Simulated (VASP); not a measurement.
Write the native input for VASP 6.6.1 that does the following.

```yaml
Task: single point
Functional: PBE
Potentials_or_basis: VASP PAW PBE potentials, release 64 (Ag, I, O)
Cutoff: 520 eV
k_mesh: 8 × 8 × 8
Occupations: gaussian, width 0.1 eV
Spin: no spin polarisation
Dipole_correction: no
Further_INCAR_settings: ALGO = Normal; EDIFF = 1e-06; NBANDS = 31
```

The structure of Ag3IO lies in POSCAR:

```
Ag3IO
1.0
    4.6586357733      0.0000000000      0.0000000000
    0.0000000000      4.6586357733      0.0000000000
    0.0000000000      0.0000000000      4.6586357733
Ag I O
3 1 1
Direct
    0.5000000000      0.0000000000      0.0000000000
    0.0000000000      0.5000000000      0.0000000000
    0.0000000000      0.0000000000      0.5000000000
    0.5000000000      0.5000000000      0.5000000000
    0.0000000000      0.0000000000      0.0000000000
```

These files were run (other wordings do the same):

INCAR

```
SYSTEM = Ag3IO
ALGO     = Normal         ! electronic algorithm
EDIFF    = 1E-6           ! SCF threshold, eV
ENCUT    = 520            ! plane-wave cutoff, eV
GGA      = PE             ! functional
ISIF     = 2              ! what is computed and relaxed
ISMEAR   = 0              ! smearing method
LASPH    = .True.         ! aspherical terms in the spheres
LCHARG   = .True.         ! write CHGCAR
LELF     = .True.         ! ELF
LREAL    = .False.        ! projectors in reciprocal space
LVHAR    = .True.       
LWAVE    = .False.        ! write WAVECAR
NBANDS   = 31             ! bands
NELM     = 100            ! most SCF steps
PREC     = Accurate       ! precision mode
SIGMA    = 0.1            ! smearing width, eV
```

KPOINTS

```
k-points
0
Gamma
  8 8 8
  0 0 0
```

Potentials or basis: VASP PAW PBE potentials, release 64 (Ag, I, O).

Run with:

```console
$ cat potpaw_PBE.64/Ag/POTCAR potpaw_PBE.64/I/POTCAR potpaw_PBE.64/O/POTCAR > POTCAR
$ mpirun -np 1 vasp_std > vasp.out
```

Results of the run:

The pressure is -0.1 GPa and the band gap on the k mesh is zero (band 23 reaches 5.67 eV, above the bottom of band 24 at 4.89 eV).

Caveat: spin-orbit coupling is left out, which moves the levels of the heavy elements.

Run time: 34 s on 1 thread of Intel(R) Xeon(R) 6975P-C (Granite Rapids), on a shared host, peak memory 0.26 GiB.
